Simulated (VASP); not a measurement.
# Au (Im-3m) in VASP: notebook

Runs on Au. Level: PBEsol. Tasks: relaxation of cell and atoms.

Everything below comes from runs of VASP 6.6.1. Logs are shortened: lines on timing, memory, paths and dates and some standing lists are left out, and cuts for length are marked.

## Step 1: The cell of the first run

The structure is cubic, space group Im-3m (No. 229). The conventional cell has a = 3.230 Å, b = 3.230 Å, c = 3.230 Å, α = 90.00°, β = 90.00°, γ = 90.00°. Within 3.7 Å of Au (site symmetry m-3m) lie 14 Au at 2.80 to 3.23 Å.

This isn't the form of Au at room conditions, which is fcc.

## Step 2: Relaxation of cell and atoms, PBEsol, target pressure 10 GPa, at which the enthalpy is minimised

Input file INCAR:

```
SYSTEM = Au
ALGO = Normal
EDIFF = 1E-7
EDIFFG = -0.03
ENCUT = 500
GGA = PS
GGA_COMPAT = .FALSE.
IBRION = 2
ISIF = 3
ISMEAR = 0
LASPH = .TRUE.
LCHARG = .FALSE.
LREAL = .FALSE.
LWAVE = .FALSE.
NELM = 120
NELMIN = 4
NSW = 80
PREC = Accurate
PSTRESS = 100.0
SIGMA = 0.05
```

Input file KPOINTS:

```
k-points
0
G
  11 11 11
  0 0 0
```

Input file POSCAR:

```
Au
1.0
   -1.6150000000      1.6150000000      1.6150000000
    1.6150000000     -1.6150000000      1.6150000000
    1.6150000000      1.6150000000     -1.6150000000
Au
1
Direct
    0.0000000000      0.0000000000      0.0000000000
```

Potentials or basis: VASP PAW PBE potentials, release 64 (Au).

The run is started by

```console
$ cat potpaw_PBE.64/Au/POTCAR > POTCAR
$ mpirun -np 1 vasp_std > vasp.out
```

OUTCAR:

```text
SYSTEM = Au
   EDIFF = 1E-7
   EDIFFG = -0.03
   ENCUT = 500
   GGA = PS
   IBRION = 2
   ISIF = 3
   ISMEAR = 0
   LASPH = .TRUE.
   LREAL = .FALSE.
   NELM = 120
   NELMIN = 4
   NSW = 80
   PREC = Accurate
   PSTRESS = 100.0

 ion  position               nearest neighbor table
   1  0.000  0.000  0.000-

  LATTYP: Found a body centered cubic cell.
 ALAT       =     3.2300000000

  Lattice vectors:

 A1 = (  -1.6150000000,   1.6150000000,   1.6150000000)
 A2 = (   1.6150000000,  -1.6150000000,   1.6150000000)
 A3 = (   1.6150000000,   1.6150000000,  -1.6150000000)

Analysis of symmetry for initial positions (statically):
=====================================================================
 Subroutine PRICEL returns:
 Original cell was already a primitive cell.

 Routine SETGRP: Setting up the symmetry group for a
 body centered cubic supercell.

 Subroutine GETGRP returns: Found 48 space group operations
 (whereof 48 operations were pure point group operations)
 out of a pool of 48 trial point group operations.

The static configuration has the point symmetry O_h .

Analysis of symmetry for dynamics (positions and initial velocities):
=====================================================================
 Subroutine PRICEL returns:
 Original cell was already a primitive cell.

 Routine SETGRP: Setting up the symmetry group for a
 body centered cubic supercell.

 Subroutine GETGRP returns: Found 48 space group operations
 (whereof 48 operations were pure point group operations)
 out of a pool of 48 trial point group operations.

The dynamic configuration has the point symmetry O_h .

 Subroutine INISYM returns: Found 48 space group operations
 (whereof 48 operations are pure point group operations),
 and found     1 'primitive' translations

----------------------------------------------------------------------------------------

                                     Primitive cell

  volume of cell :      16.8491

  direct lattice vectors                    reciprocal lattice vectors
    -1.615000000  1.615000000  1.615000000     0.000000000  0.309597523  0.309597523
     1.615000000 -1.615000000  1.615000000     0.309597523  0.000000000  0.309597523
     1.615000000  1.615000000 -1.615000000     0.309597523  0.309597523  0.000000000

  length of vectors
     2.797262054  2.797262054  2.797262054     0.437837016  0.437837016  0.437837016

  position of ions in fractional coordinates (direct lattice)
     0.000000000  0.000000000  0.000000000

  ion indices of the primitive-cell ions
   primitive index   ion index
                 1           1

----------------------------------------------------------------------------------------

 KPOINTS: k-points

Automatic generation of k-mesh.
 Grid dimensions read from file:
 generate k-points for:   11   11   11

 Generating k-lattice:

  Cartesian coordinates                     Fractional coordinates (reciprocal lattice)
     0.000000000  0.028145229  0.028145229     0.090909091  0.000000000  0.000000000
     0.028145229  0.000000000  0.028145229     0.000000000  0.090909091  0.000000000
     0.028145229  0.028145229  0.000000000     0.000000000  0.000000000  0.090909091

  Length of vectors
     0.039803365  0.039803365  0.039803365

  Shift w.r.t. Gamma in fractional coordinates (k-lattice)
     0.000000000  0.000000000  0.000000000

 Subroutine IBZKPT returns following result:
 ===========================================

 Found     56 irreducible k-points:

 Following reciprocal coordinates:
            Coordinates               Weight
  0.000000  0.000000  0.000000      1.000000
  0.090909  0.000000  0.000000     12.000000
  0.181818  0.000000  0.000000     12.000000
  0.272727  0.000000  0.000000     12.000000
  0.363636  0.000000  0.000000     12.000000
  0.454545  0.000000  0.000000     12.000000
[... 16 lines left out ...]
  0.272727  0.181818  0.090909     48.000000
  0.363636  0.181818  0.090909     24.000000
 [... further k-points ...]
   k-points           NKPTS =     56   k-points in BZ     NKDIM =     56   number of bands    NBANDS=      9
   number of dos      NEDOS =    301   number of ions     NIONS =      1
   total plane-waves  NPLWV =   8000
   dimension x,y,z NGX =    20 NGY =   20 NGZ =   20
   dimension x,y,z NGXF=    40 NGYF=   40 NGZF=   40
   ions per type =               1
   NGX,Y,Z   is equivalent  to a cutoff of  11.89, 11.89, 11.89 a.u.
   NGXF,Y,Z  is equivalent  to a cutoff of  23.77, 23.77, 23.77 a.u.
 SYSTEM =  Au
   PREC   = accura    normal or accurate (medium, high low for compatibility)
   ISTART =      0    job   : 0-new  1-cont  2-samecut
   ICHARG =      2    charge: 1-file 2-atom 10-const
   ISPIN  =      1    spin polarized calculation?
   LNONCOLLINEAR =      F non collinear calculations
   LSORBIT =      F    spin-orbit coupling
   LASPH  =      T    aspherical Exc in radial PAW
   ENCUT  =  500.0 eV  36.75 Ry    6.06 a.u.   5.10  5.10  5.10*2*pi/ulx,y,z
   NELM   =    120;   NELMIN=  4; NELMDL= -5     # of ELM steps
   EDIFF  = 0.1E-06   stopping-criterion for ELM
   LREAL  =      F    real-space projection
   EDIFFG = -.3E-01   stopping-criterion for IOM
   NSW    =     80    number of steps for IOM
   IBRION =      2    ionic relax: 0-MD 1-quasi-New 2-CG
   NFREE  =      1    steps in history (QN), initial steepest desc. (CG)
   ISIF   =      3    stress and relaxation
   ISYM   =      2    0-nonsym 1-usesym 2-fastsym
   POTIM  = 0.5000    time-step for ionic-motion
   TEBEG  =    0.0;   TEEND  =   0.0 temperature during run
   PSTRESS=  100.0 pullay stress
   NELECT =      11.0000    total number of electrons
   NUPDOWN=      -1.0000    fix difference up-down
   EMIN   =  10.00;   EMAX   =-10.00  energy-range for DOS
   EFERMI =   0.00;   METHOD = LEGACY
   ISMEAR =     0;   SIGMA  =   0.05  broadening in eV -4-tet -1-fermi 0-gaus
   EFERMI_NEDOS =   21; number of points for ismear=-14 and -15
   IALGO  =     38    algorithm
   IMIX   =      4    mixing-type and parameters
     AMIX     =   0.40;   BMIX     =  1.00
     AMIX_MAG =   1.60;   BMIX_MAG =  1.00
  volume/ion in A,a.u.               =      16.85       113.70
  Fermi-wavevector in a.u.,A,eV,Ry     =   1.420190  2.683770 27.442141  2.016940
  Thomas-Fermi vector in A             =   2.541132
   LORBIT       =      0    0 simple, 1 ext, 2 COOP (PROOUT), +10 PAW based schemes
   GGA     = PS    functional components
   LHFCALC =     F    Hartree Fock is set to
   AEXX    =    0.0000 exact exchange contribution
   IVDW    =     0    specifies the selected vdW correction
   LEPSILON=     F    determine dielectric tensor
   LRPA    =     F    only Hartree local field effects (RPA)
 conjugate gradient relaxation of ions
 non-spin polarized calculation
 Gauss-broadening in eV      SIGMA  =   0.05
  energy-cutoff  :      500.00
  volume of cell :       16.85
 maximum number of plane-waves:       439
   NGX = 11   NGY = 11   NGZ = 11

--------------------------------------- Ionic step        1  -------------------------------------------

 number of electron      11.0000004 magnetization

 Free energy of the ion-electron system (eV)
  ---------------------------------------------------
  ext. energy  EPLUGINS =         0.00000000
  ---------------------------------------------------
  free energy    TOTEN  =        -3.89168039 eV

  energy without entropy =       -3.89032337  energy(sigma->0) =       -3.89100188

------------------------ aborting loop because EDIFF is reached ----------------------------------------

  FORCE on cell =-STRESS in cart. coord.  units (eV):
  Direction    XX          YY          ZZ          XY          YZ          ZX
  --------------------------------------------------------------------------------------
  -------------------------------------------------------------------------------------
  Total        0.2137657      0.2137657      0.2137657      0.0000000      0.0000000      0.0000000
  in kB       20.3268931     20.3268931     20.3268931      0.0000000      0.0000000      0.0000000
  external PRESSURE =     -79.6731069 kB  Pullay stress =     100.0000000 kB
[... 22 lines left out ...]
  enthalpy is  TOTEN    =        -2.8400406470 eV   P V=        1.0516397395

--------------------------------------- Ionic step        2  -------------------------------------------

 number of electron      11.0000003 magnetization

 E-fermi :  11.5750     XC(G=0): -13.6995

 val. band max:       11.5238557253   @ k =  -0.3636   0.3636   0.2727
 cond. band min:      11.6225805192   @ k =  -0.3636   0.4545   0.0909
 fundamental gap:      0.0987247939
 Fermi energy:        11.5749847765

 k-point     1 :       0.0000    0.0000    0.0000
  band No.  band energies     occupation
      1       0.2752      2.00000
      2       6.0260      2.00000
      3       6.0260      2.00000
      4       6.0260      2.00000
      5       8.4416      2.00000
      6       8.4416      2.00000
      7      28.1359      0.00000
      8      28.1359      0.00000
      9      28.1359      0.00000
[... 310 lines left out ...]
  enthalpy is  TOTEN    =        -2.7640992831 eV   P V=        0.9291992058

--------------------------------------- Ionic step        3  -------------------------------------------

 number of electron      11.0000002 magnetization

 Free energy of the ion-electron system (eV)
  ---------------------------------------------------
  ext. energy  EPLUGINS =         0.00000000
  ---------------------------------------------------
  free energy    TOTEN  =        -3.86951430 eV

  energy without entropy =       -3.86842204  energy(sigma->0) =       -3.86896817

 E-fermi :   9.9651     XC(G=0): -13.1780

 val. band max:        9.9425810668   @ k =  -0.3636   0.3636   0.2727
 cond. band min:       9.9970765793   @ k =  -0.3636   0.4545   0.0909
 fundamental gap:      0.0544955125
 Fermi energy:         9.9651202348

 k-point     1 :       0.0000    0.0000    0.0000
  band No.  band energies     occupation
      1      -0.3234      2.00000
      2       4.9786      2.00000
      3       4.9786      2.00000
      4       4.9786      2.00000
      5       7.0878      2.00000
      6       7.0878      2.00000
      7      26.6110      0.00000
      8      26.6110      0.00000
      9      26.6110      0.00000
[... 304 lines left out ...]
  FREE ENERGIE OF THE ION-ELECTRON SYSTEM (eV)
  ---------------------------------------------------
  free  energy   TOTEN  =        -3.8695143047 eV

  energy  without entropy=       -3.8684220415  energy(sigma->0) =       -3.86896817

  enthalpy is  TOTEN    =        -2.8566112187 eV   P V=        1.0129030860

 reached required accuracy - stopping structural energy minimisation
```

Wall time 9.5 s (1 thread of AMD EPYC 9R45 (Zen 5), shared host); peak memory 0.11 GiB.

Results:

| Item | Value |
| --- | --- |
| Free energy | -3.8695 eV |
| Relaxed volume | 16.23 Å³/atom |
| Relaxed cell | a = 2.762 Å, b = 2.762 Å, c = 2.762 Å, α = 109.47°, β = 109.47°, γ = 109.47° |
| Space group after relaxing (to 0.1 Å) | Im-3m (No. 229) |
| Energy change on relaxing (the run minimises the enthalpy) | +22.2 meV/atom |
| Ionic steps | 3 |
| Pressure after relaxing | 9.7 GPa |
| Band gap on the k mesh | zero (an odd number of electrons rules out a gap without spin polarisation) |

Step by step:
| step | energy change (eV) | largest force (eV/Å) | pressure (GPa) | volume (Å³) |
| --- | --- | --- | --- | --- |
| 1 | 0.0000 | 0.0000 | 2.03 | 16.85 |
| 2 | 0.1984 | 0.0000 | 34.53 | 14.89 |
| 3 | 0.0222 | 0.0000 | 9.75 | 16.23 |

Final structure:
```
Au
1.0
    -1.59492    1.59492    1.59492
     1.59492   -1.59492    1.59492
     1.59492    1.59492   -1.59492
Au
1
Direct
  0.00000 0.00000 0.00000
```

Levels at points of the mesh, in eV from the Fermi level:
```
           k point  band 4  band 5  band 6  band 7  band 8  band 9
(0.00, 0.00, 0.00)   -4.99   -2.88   -2.88   16.65   16.65   16.65
```

Caveat: the cell is relaxed towards a set pressure, so the run minimises the enthalpy, not the energy; the PAW data sets were made with another functional, which shifts forces and pressure a little; spin-orbit coupling is left out, which moves the levels of the heavy elements.

## Step 3: Relaxation of cell and atoms, PBEsol, target pressure 20 GPa, at which the enthalpy is minimised

Input file INCAR:

```
PREC     = Accurate       # precision mode
ENCUT    = 500            # plane-wave cutoff, eV
EDIFF    = 1E-7           # SCF threshold, eV
ISMEAR   = 0              # smearing method
SIGMA    = 0.05           # smearing width, eV
LREAL    = False          # projectors in reciprocal space
LASPH    = True           # aspherical terms in the spheres
NELM     = 120            # most SCF steps
ALGO     = Normal         # electronic algorithm
ISIF     = 3              # what is computed and relaxed
LWAVE    = False          # write WAVECAR
LCHARG   = False          # write CHGCAR
GGA      = PS             # functional
IBRION   = 2              # ionic algorithm
NSW      = 80             # ionic steps
EDIFFG   = -0.03          # ionic threshold
PSTRESS  = 200.0        
GGA_COMPAT= False        
NELMIN   = 4
```

Input file KPOINTS:

```
Automatic mesh
0
Gamma
  11 11 11
```

POSCAR is that of step 2.

Potentials or basis: VASP PAW PBE potentials, release 64 (Au).

The run is started by

```console
$ cat potpaw_PBE.64/Au/POTCAR > POTCAR
$ mpirun -np 1 vasp_std > vasp.out
```

Wall time 14 s (1 thread of AMD EPYC 9R45 (Zen 5), shared host); peak memory 0.11 GiB.

The run converged. Its results:

- Free energy: -3.8107 eV
- Relaxed volume: 15.59 Å³/atom
- Relaxed cell: a = 2.726 Å, b = 2.726 Å, c = 2.726 Å, α = 109.47°, β = 109.47°, γ = 109.47°
- Space group after relaxing (to 0.1 Å): Im-3m (No. 229)
- Energy change on relaxing (the run minimises the enthalpy): +81.0 meV/atom
- Ionic steps: 5
- Pressure after relaxing: 20.0 GPa
- Band gap on the k mesh: zero (an odd number of electrons rules out a gap without spin polarisation)

The path:
```tsv
step	energy change (eV)	largest force (eV/Å)	pressure (GPa)	volume (Å³)
1	0.0000	0.0000	2.03	16.85
2	1.1906	0.0000	120.03	12.65
3	0.0698	0.0000	18.36	15.68
4	0.0774	0.0000	19.49	15.61
5	0.0810	0.0000	20.02	15.59
```

Final structure:
```
Au
1.0
    -1.57357    1.57357    1.57357
     1.57357   -1.57357    1.57357
     1.57357    1.57357   -1.57357
Au
1
Direct
  0.00000 0.00000 0.00000
```

Levels at points of the mesh, in eV from the Fermi level:
| k point | band 4 | band 5 | band 6 | band 7 | band 8 | band 9 |
| --- | --- | --- | --- | --- | --- | --- |
| (0.00, 0.00, 0.00) | -5.24 | -2.99 | -2.99 | 16.62 | 16.62 | 16.62 |

Caveat: the cell is relaxed towards a set pressure, so the run minimises the enthalpy, not the energy; the PAW data sets were made with another functional, which shifts forces and pressure a little; spin-orbit coupling is left out, which moves the levels of the heavy elements.
